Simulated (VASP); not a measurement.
# FeI3 (Pm-3m) in VASP: a series of runs

FeI3 is run at these levels: PBE; tasks: single point.

Program: VASP 6.6.1. These are calculated values, not measurements. Logs are shortened: lines on timing, memory, paths and dates and some standing lists are left out, and cuts for length are marked.

### Step 1. The cell of the first run

It takes space group Pm-3m (No. 221, cubic). The conventional cell has a = 5.421 Å, b = 5.421 Å, c = 5.421 Å, α = 90.00°, β = 90.00°, γ = 90.00°. Fe (site symmetry m-3m) has 6 I at 2.71 Å within 3.6 Å. I (site symmetry 4/mmm) has 2 Fe at 2.71 Å within 3.6 Å.

### Step 2. Single point, PBE, collinear spin, antiferromagnetic start (39.82 Å³/atom)

Input file INCAR:

```
SYSTEM = FeI3
PREC = Accurate ; ENCUT = 520
EDIFF = 1E-7 ; ISMEAR = 0
SIGMA = 0.05 ; LREAL = .False.
LASPH = .True. ; NELM = 150
ALGO = Normal ; ISIF = 2
LWAVE = .False. ; LCHARG = .True.
ISPIN = 2 ; MAGMOM = 3.66 -3.66 0 0 0 0 0 0
LORBIT = 11 ; LMAXMIX = 4
GGA = PE ; LELF = .True.
LVHAR = .True. ; NBANDS = 43
```

Input file KPOINTS:

```
regular mesh
0
Gamma
  6 6 3
  0 0 0
```

Input file POSCAR:

```
FeI3
1.0
    5.4205389827      0.0000000000      5.4205389827
    0.0000000000      5.4205389827      5.4205389827
    0.0000000000      0.0000000000     10.8410779654
Fe I
2 6
Direct
    0.0000000000      0.0000000000      0.0000000000
    0.0000000000      0.0000000000      0.5000000000
    0.5000000000      0.0000000000      0.7500000000
    0.0000000000      0.0000000000      0.2500000000
    0.0000000000      0.5000000000      0.7500000000
    0.5000000000      0.0000000000      0.2500000000
    0.0000000000      0.0000000000      0.7500000000
    0.0000000000      0.5000000000      0.2500000000
```

Potentials or basis: VASP PAW PBE potentials, release 64 (Fe, I).

Command:

```sh
cat potpaw_PBE.64/Fe/POTCAR potpaw_PBE.64/I/POTCAR > POTCAR
mpirun -np 1 vasp_std > vasp.out
```

OUTCAR:

```text
SYSTEM = FeI3
   PREC = Accurate
   ENCUT = 520
   EDIFF = 1E-7
   ISMEAR = 0
   LREAL = .False.
   LASPH = .True.
   NELM = 150
   ISIF = 2
   ISPIN = 2
   LORBIT = 11
   GGA = PE

 ion  position               nearest neighbor table
   1  0.000  0.000  0.000-   3 2.71   4 2.71   5 2.71   7 2.71   8 2.71   6 2.71
   2  0.000  0.000  0.500-   4 2.71   6 2.71   7 2.71   8 2.71   5 2.71   3 2.71
   3  0.500  0.000  0.750-   2 2.71   1 2.71
   4  0.000  0.000  0.250-   1 2.71   2 2.71
   5  0.000  0.500  0.750-   2 2.71   1 2.71
   6  0.500  0.000  0.250-   1 2.71   2 2.71
   7  0.000  0.000  0.750-   1 2.71   2 2.71
   8  0.000  0.500  0.250-   1 2.71   2 2.71

  LATTYP: Found a face centered cubic cell.
 ALAT       =    10.8410779654

  Lattice vectors:

 A1 = (   5.4205389827,  -5.4205389827,   0.0000000000)
 A2 = (   5.4205389827,   0.0000000000,   5.4205389827)
 A3 = (   0.0000000000,  -5.4205389827,   5.4205389827)

Analysis of symmetry for initial positions (statically):
=====================================================================
 Subroutine PRICEL returns following result:

  LATTYP: Found a simple cubic cell.
 ALAT       =     5.4205389827

  Lattice vectors:

 A1 = (   0.0000000000,  -5.4205389827,   0.0000000000)
 A2 = (   5.4205389827,   0.0000000000,   0.0000000000)
 A3 = (   0.0000000000,   0.0000000000,   5.4205389827)

   2 primitive cells build up your supercell.

 Routine SETGRP: Setting up the symmetry group for a
 face centered cubic supercell.

 Subroutine GETGRP returns: Found 48 space group operations
 (whereof 48 operations were pure point group operations)
 out of a pool of 48 trial point group operations.

The static configuration has the point symmetry O_h .

Analysis of symmetry for dynamics (positions and initial velocities):
=====================================================================
 Subroutine PRICEL returns following result:

  LATTYP: Found a simple cubic cell.
 ALAT       =     5.4205389827

  Lattice vectors:

 A1 = (   0.0000000000,  -5.4205389827,   0.0000000000)
 A2 = (   5.4205389827,   0.0000000000,   0.0000000000)
 A3 = (   0.0000000000,   0.0000000000,   5.4205389827)

   2 primitive cells build up your supercell.

 Routine SETGRP: Setting up the symmetry group for a
 face centered cubic supercell.

 Subroutine GETGRP returns: Found 48 space group operations
 (whereof 48 operations were pure point group operations)
 out of a pool of 48 trial point group operations.

The dynamic configuration has the point symmetry O_h .

Analysis of structural, dynamic, and magnetic symmetry:
=====================================================================
 Subroutine PRICEL returns following result:

  LATTYP: Found a simple cubic cell.
 ALAT       =     5.4205389827

  Lattice vectors:

 A1 = (   0.0000000000,  -5.4205389827,   0.0000000000)
 A2 = (   5.4205389827,   0.0000000000,   0.0000000000)
 A3 = (   0.0000000000,   0.0000000000,   5.4205389827)

   2 primitive cells build up your supercell.

 Routine SETGRP: Setting up the symmetry group for a
 face centered cubic supercell.

 Subroutine GETGRP returns: Found 48 space group operations
 (whereof 48 operations were pure point group operations)
 out of a pool of 48 trial point group operations.

The overall configuration has the point symmetry O_h .

 Subroutine INISYM returns: Found 48 space group operations
 (whereof 48 operations are pure point group operations),
 and found     2 'primitive' translations

----------------------------------------------------------------------------------------

                                     Primitive cell

  volume of cell :     159.2676

  direct lattice vectors                    reciprocal lattice vectors
     0.000000000 -5.420538983  0.000000000     0.000000000 -0.184483499  0.000000000
     5.420538983  0.000000000  0.000000000     0.184483499  0.000000000  0.000000000
     0.000000000  0.000000000  5.420538983     0.000000000  0.000000000  0.184483499

  length of vectors
     5.420538983  5.420538983  5.420538983     0.184483499  0.184483499  0.184483499

  position of ions in fractional coordinates (direct lattice)
     0.000000000  0.000000000  0.000000000
     0.000000000  0.500000000  0.000000000
     0.000000000  0.000000000  0.500000000
     0.500000000  0.000000000  0.000000000

  ion indices of the primitive-cell ions
   primitive index   ion index
                 1           1
                 2           3
                 3           4
                 4           5

----------------------------------------------------------------------------------------

 KPOINTS: regular mesh

Automatic generation of k-mesh.
 Grid dimensions read from file:
 generate k-points for:    6    6    3

 Generating k-lattice:

  Cartesian coordinates                     Fractional coordinates (reciprocal lattice)
     0.030747250  0.000000000  0.000000000     0.166666667  0.000000000  0.000000000
     0.000000000  0.030747250  0.000000000     0.000000000  0.166666667  0.000000000
    -0.030747250 -0.030747250  0.030747250     0.000000000  0.000000000  0.333333333

  Length of vectors
     0.030747250  0.030747250  0.053255799

  Shift w.r.t. Gamma in fractional coordinates (k-lattice)
     0.000000000  0.000000000  0.000000000

 Subroutine IBZKPT returns following result:
 ===========================================

 Found     10 irreducible k-points:

 Following reciprocal coordinates:
            Coordinates               Weight
  0.000000  0.000000  0.000000      1.000000
  0.166667  0.000000  0.000000      6.000000
  0.333333  0.000000  0.000000      6.000000
  0.500000  0.000000  0.000000      3.000000
  0.166667  0.166667  0.000000     12.000000
  0.333333  0.166667  0.000000     24.000000
  0.500000  0.166667  0.000000     12.000000
  0.333333  0.333333  0.000000     12.000000
  0.000000  0.000000  0.333333      8.000000
  0.500000  0.000000  0.333333     24.000000
   k-points           NKPTS =     10   k-points in BZ     NKDIM =     10   number of bands    NBANDS=     43
   number of dos      NEDOS =    301   number of ions     NIONS =      8
   total plane-waves  NPLWV = 302400
   dimension x,y,z NGX =    60 NGY =   60 NGZ =   84
   dimension x,y,z NGXF=   120 NGYF=  120 NGZF=  168
   ions per type =               2   6
   NGX,Y,Z   is equivalent  to a cutoff of  13.01, 13.01, 12.88 a.u.
   NGXF,Y,Z  is equivalent  to a cutoff of  26.02, 26.02, 25.76 a.u.
 SYSTEM =  FeI3
   PREC   = accura    normal or accurate (medium, high low for compatibility)
   ISTART =      0    job   : 0-new  1-cont  2-samecut
   ICHARG =      2    charge: 1-file 2-atom 10-const
   ISPIN  =      2    spin polarized calculation?
   LNONCOLLINEAR =      F non collinear calculations
   LSORBIT =      F    spin-orbit coupling
   LASPH  =      T    aspherical Exc in radial PAW
   ENCUT  =  520.0 eV  38.22 Ry    6.18 a.u.  14.25 14.25 20.16*2*pi/ulx,y,z
   NELM   =    150;   NELMIN=  2; NELMDL= -5     # of ELM steps
   EDIFF  = 0.1E-06   stopping-criterion for ELM
   LREAL  =      F    real-space projection
   EDIFFG = 0.1E-05   stopping-criterion for IOM
   NSW    =      0    number of steps for IOM
   IBRION =     -1    ionic relax: 0-MD 1-quasi-New 2-CG
   NFREE  =      0    steps in history (QN), initial steepest desc. (CG)
   ISIF   =      2    stress and relaxation
   ISYM   =      2    0-nonsym 1-usesym 2-fastsym
   POTIM  = 0.5000    time-step for ionic-motion
   TEBEG  =    0.0;   TEEND  =   0.0 temperature during run
   PSTRESS=    0.0 pullay stress
   NELECT =      58.0000    total number of electrons
   NUPDOWN=      -1.0000    fix difference up-down
   EMIN   =  10.00;   EMAX   =-10.00  energy-range for DOS
   EFERMI =   0.00;   METHOD = LEGACY
   ISMEAR =     0;   SIGMA  =   0.05  broadening in eV -4-tet -1-fermi 0-gaus
   EFERMI_NEDOS =   21; number of points for ismear=-14 and -15
   IALGO  =     38    algorithm
   IMIX   =      4    mixing-type and parameters
     AMIX     =   0.40;   BMIX     =  1.00
     AMIX_MAG =   1.60;   BMIX_MAG =  1.00
  volume/ion in A,a.u.               =      39.82       268.70
  Fermi-wavevector in a.u.,A,eV,Ry     =   0.927894  1.753465 11.714443  0.860987
  Thomas-Fermi vector in A             =   2.054012
   LORBIT       =     11    0 simple, 1 ext, 2 COOP (PROOUT), +10 PAW based schemes
   GGA     = PE    functional components
   LHFCALC =     F    Hartree Fock is set to
   AEXX    =    0.0000 exact exchange contribution
   IVDW    =     0    specifies the selected vdW correction
   LEPSILON=     F    determine dielectric tensor
   LRPA    =     F    only Hartree local field effects (RPA)
 spin polarized calculation
 Gauss-broadening in eV      SIGMA  =   0.05
  energy-cutoff  :      520.00
  volume of cell :      318.54
 maximum number of plane-waves:      8616
 NGX is ok and might be reduce to    60
   NGX = 29   NGY = 29   NGZ = 41

 number of electron      58.0000004 magnetization       0.0000000

 number of electron      58.0000004 magnetization      -0.0000000

 Free energy of the ion-electron system (eV)
  ---------------------------------------------------
  ext. energy  EPLUGINS =         0.00000000
  ---------------------------------------------------
  free energy    TOTEN  =       -25.03543643 eV

  energy without entropy =      -25.02916053  energy(sigma->0) =      -25.03229848

 E-fermi :   1.9751     XC(G=0):  -7.6699

 val. band max:        1.9543120799   @ k =   0.0000   0.0000   0.0000
 cond. band min:       2.0302607197   @ k =   0.0000   0.0000   0.3333
 fundamental gap:      0.0759486397
 Fermi energy:         1.9750532241

 spin component 1

 k-point     1 :       0.0000    0.0000    0.0000
  band No.  band energies     occupation
      1     -11.0611      1.00000
      2     -10.1321      1.00000
      3     -10.1321      1.00000
      4     -10.1321      1.00000
      5      -9.8007      1.00000
      6      -9.8007      1.00000
[... 429 lines left out ...]
     40       8.5597      0.00000
     41       8.9278      0.00000
 Fermi energy:         1.9750532241

 spin component 2

 k-point     1 :       0.0000    0.0000    0.0000
  band No.  band energies     occupation
      1     -11.0611      1.00000
      2     -10.1321      1.00000
      3     -10.1321      1.00000
      4     -10.1321      1.00000
      5      -9.8007      1.00000
      6      -9.8007      1.00000
[... 429 lines left out ...]
     40       8.5597      0.00000
     41       8.9278      0.00000
 [bands above 41 left out]

------------------------ aborting loop because EDIFF is reached ----------------------------------------

  FORCE on cell =-STRESS in cart. coord.  units (eV):
  Direction    XX          YY          ZZ          XY          YZ          ZX
  --------------------------------------------------------------------------------------
  -------------------------------------------------------------------------------------
  Total        3.1372727      3.1372727      3.1372727      0.0000000      0.0000000     -0.0000000
  in kB       15.7799435     15.7799435     15.7799435      0.0000000      0.0000000     -0.0000000
  external PRESSURE =      15.7799435 kB  Pullay stress =       0.0000000 kB

 VOLUME and BASIS-vectors are now :
 -----------------------------------------------------------------------------
  energy-cutoff  :      520.00
  volume of cell :      318.54
      direct lattice vectors                 reciprocal lattice vectors
     5.420538983  0.000000000  5.420538983     0.184483499  0.000000000  0.000000000
     0.000000000  5.420538983  5.420538983     0.000000000  0.184483499  0.000000000
     0.000000000  0.000000000 10.841077965    -0.092241750 -0.092241750  0.092241750

 POSITION                                       TOTAL-FORCE (eV/Angst)
 -----------------------------------------------------------------------------------
      0.00000      0.00000      0.00000        -0.000000      0.000000     -0.000000
      0.00000      0.00000      5.42054        -0.000000      0.000000     -0.000000
      2.71027      0.00000     10.84108        -0.000000     -0.000000      0.000000
      0.00000      0.00000      2.71027         0.000000      0.000000      0.000000
      0.00000      2.71027     10.84108         0.000000      0.000000     -0.000000
      2.71027      0.00000      5.42054        -0.000000     -0.000000     -0.000000
      0.00000      0.00000      8.13081        -0.000000      0.000000     -0.000000
      0.00000      2.71027      5.42054        -0.000000      0.000000      0.000000
 -----------------------------------------------------------------------------------
    total drift:                                0.000000     -0.000000      0.000000

  FREE ENERGIE OF THE ION-ELECTRON SYSTEM (eV)
  ---------------------------------------------------
  free  energy   TOTEN  =       -25.0354364306 eV

  energy  without entropy=      -25.0291605336  energy(sigma->0) =      -25.03229848

 total charge

# of ion       s       p       d       tot
------------------------------------------
    1        0.323   0.323   6.059   6.705
    2        0.323   0.323   6.059   6.705
    3        1.518   2.748   0.023   4.289
    4        1.518   2.748   0.023   4.289
    5        1.518   2.748   0.023   4.289
    6        1.518   2.748   0.023   4.289
    7        1.518   2.748   0.023   4.289
    8        1.518   2.748   0.023   4.289
--------------------------------------------------
tot          9.754  17.131  12.255  39.141

 magnetization (x)

# of ion       s       p       d       tot
------------------------------------------
    1        0.008  -0.001   3.254   3.260
    2       -0.008   0.001  -3.254  -3.260
    3        0.000   0.000   0.000   0.000
    4        0.000   0.000   0.000   0.000
    5        0.000   0.000   0.000   0.000
    6        0.000   0.000   0.000   0.000
    7        0.000   0.000   0.000   0.000
    8        0.000   0.000   0.000   0.000
--------------------------------------------------
tot          0.000   0.000   0.000   0.000
```

Wall time 24 min (1 thread of Intel Xeon 8259CL, shared host); peak memory 0.97 GiB.

Results:

* Free energy: -25.0354 eV
* Pressure: 1.6 GPa
* Band gap on the k mesh: zero (filled and empty bands overlap)
* Net moment: 0.00 μB per cell
* Site moments: Fe +3.26, -3.26; I +0.00 μB
* Valence electrons inside the program's atomic spheres: Fe 6.71; I 4.29

Levels at points of the mesh, in eV from the Fermi level:
Spin up:
```csv
k point,band 27,band 28,band 29,band 30,band 31,band 32
"(0.00, 0.00, 0.00)",-0.02,-0.02,-0.02,0.07,0.07,0.07
"(0.50, 0.00, 0.00)",-0.78,-0.78,-0.08,-0.03,0.06,0.37
```
Spin down:
```csv
k point,band 25,band 26,band 27,band 28,band 29,band 30,band 31,band 32,band 33,band 34
"(0.00, 0.00, 0.00)",-0.60,-0.60,-0.02,-0.02,-0.02,0.07,0.07,0.07,1.32,1.74
"(0.50, 0.00, 0.00)",-1.26,-1.26,-0.78,-0.78,-0.08,-0.03,0.06,0.37,0.37,1.72
```

Caveat: spin-orbit coupling is left out, which moves the levels of the heavy elements; semilocal functionals often make such compounds metallic where correlation or magnetic order opens a gap, which also shifts bond lengths.

### Step 3. Single point, PBE, collinear spin, antiferromagnetic start (40.45 Å³/atom)

This run uses another cell than the first one, of 40.45 Å³/atom.

Input file INCAR:

```
SYSTEM = FeI3
PREC = Accurate ; ENCUT = 520
EDIFF = 1E-6 ; ISMEAR = 0
SIGMA = 0.05 ; LREAL = .FALSE.
LASPH = .TRUE. ; NELM = 150
ALGO = Normal ; ISIF = 2
LWAVE = .FALSE. ; LCHARG = .TRUE.
ISPIN = 2 ; MAGMOM = 3.69 -3.69 0 0 0 0 0 0
LORBIT = 11 ; LMAXMIX = 4
GGA = PE ; LELF = .TRUE.
LVHAR = .TRUE. ; NBANDS = 43
```

Input file KPOINTS:

```
regular mesh
0
G
  6 6 3
  0 0 0
```

Changes to POSCAR since step 2:

```diff
@@ -2,5 +2,5 @@
 1.0
-    5.4205389827      0.0000000000      5.4205389827
-    0.0000000000      5.4205389827      5.4205389827
-    0.0000000000      0.0000000000     10.8410779654
+    5.4490686607      0.0000000000      5.4490686607
+    0.0000000000      5.4490686607      5.4490686607
+    0.0000000000      0.0000000000     10.8981373214
 Fe I
```

Potentials or basis: VASP PAW PBE potentials, release 64 (Fe, I).

Command:

```sh
cat potpaw_PBE.64/Fe/POTCAR potpaw_PBE.64/I/POTCAR > POTCAR
mpirun -np 1 vasp_std > vasp.out
```

Wall time 21 min (1 thread of Intel Xeon 8259CL, shared host); peak memory 0.97 GiB.

The run converged. Its results:

```yaml
Free_energy: -25.0777 eV
Pressure: 1.1 GPa
Band_gap_on_the_k_mesh: zero (filled and empty bands overlap)
Net_moment: 0.00 μB per cell
Site_moments: Fe +3.28, -3.28; I +0.00 μB
Valence_electrons_inside_the_program's_atomic_spheres: Fe 6.68; I 4.28
```

Levels at points of the mesh, in eV from the Fermi level:
Spin up:
```tsv
k point	band 26	band 27	band 28	band 29	band 30	band 31	band 32	band 33
(0.00, 0.00, 0.00)	-0.59	-0.02	-0.02	-0.02	0.06	0.06	0.06	1.28
(0.50, 0.00, 0.00)	-1.25	-0.77	-0.77	-0.09	-0.02	0.05	0.36	0.36
```
Spin down:
| k point | band 26 | band 27 | band 28 | band 29 | band 30 | band 31 | band 32 | band 33 |
| --- | --- | --- | --- | --- | --- | --- | --- | --- |
| (0.00, 0.00, 0.00) | -0.59 | -0.02 | -0.02 | -0.02 | 0.06 | 0.06 | 0.06 | 1.28 |
| (0.50, 0.00, 0.00) | -1.25 | -0.77 | -0.77 | -0.09 | -0.02 | 0.05 | 0.36 | 0.36 |

Caveat: spin-orbit coupling is left out, which moves the levels of the heavy elements; semilocal functionals often make such compounds metallic where correlation or magnetic order opens a gap, which also shifts bond lengths.

The gap in the log of VASP goes by the Fermi energy; the results here count the filled bands.